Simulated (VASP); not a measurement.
Input of a VASP 6.6.1 run:

INCAR

```
ALGO     = Normal         # electronic algorithm
DIPOL    = 0.5 0.5 0.361
EDIFF    = 1E-6           # SCF threshold, eV
ENCUT    = 520            # plane-wave cutoff, eV
GGA      = PE             # functional
GGA_COMPAT= False        
IDIPOL   = 3            
ISIF     = 2              # what is computed and relaxed
ISMEAR   = 0              # smearing method
LASPH    = True           # aspherical terms in the spheres
LCHARG   = False          # write CHGCAR
LDIPOL   = True         
LREAL    = False          # projectors in reciprocal space
LWAVE    = False          # write WAVECAR
NBANDS   = 37             # bands
NELM     = 120            # most SCF steps
NELMDL   = -8           
PREC     = Accurate       # precision mode
SIGMA    = 0.1            # smearing width, eV
```

Contents of KPOINTS:

```
k-points
0
Gamma
  12 12 1
```

File POSCAR:

```
Ir3F
1.0
    2.7367600872      0.0000000000      0.0000000000
   -1.3683800436      2.3701037596      0.0000000000
    0.0000000000      0.0000000000     19.8425800730
Ir F
3 1
Direct
    0.6666666667      0.3333333333      0.2015866881
    0.3333333333      0.6666666667      0.3110139949
    0.0000000000      0.0000000000      0.4204382718
    0.0000000000      0.3333333333      0.5093204895
```

Potentials or basis: VASP PAW PBE potentials, release 64 (Ir_sv_GW, F).

Command:

```sh
$ cat potpaw_PBE.64/Ir_sv_GW/POTCAR potpaw_PBE.64/F/POTCAR > POTCAR
$ mpirun -np 1 vasp_std > vasp.out
```

Estimate the band gap on the k mesh.

zero (bands 29 and 30 overlap by 2.21 eV).

Predict the largest force.

0.816 eV/Å.

Forces in eV/Å, atoms in the order of the input:
```
Ir   0.168 -0.140 -0.213
Ir  -0.099 -0.100  0.613
Ir  -0.250  0.613 -0.478
F    0.181 -0.373  0.078
```

Caveat: spin-orbit coupling is left out, which moves the levels of the heavy elements.
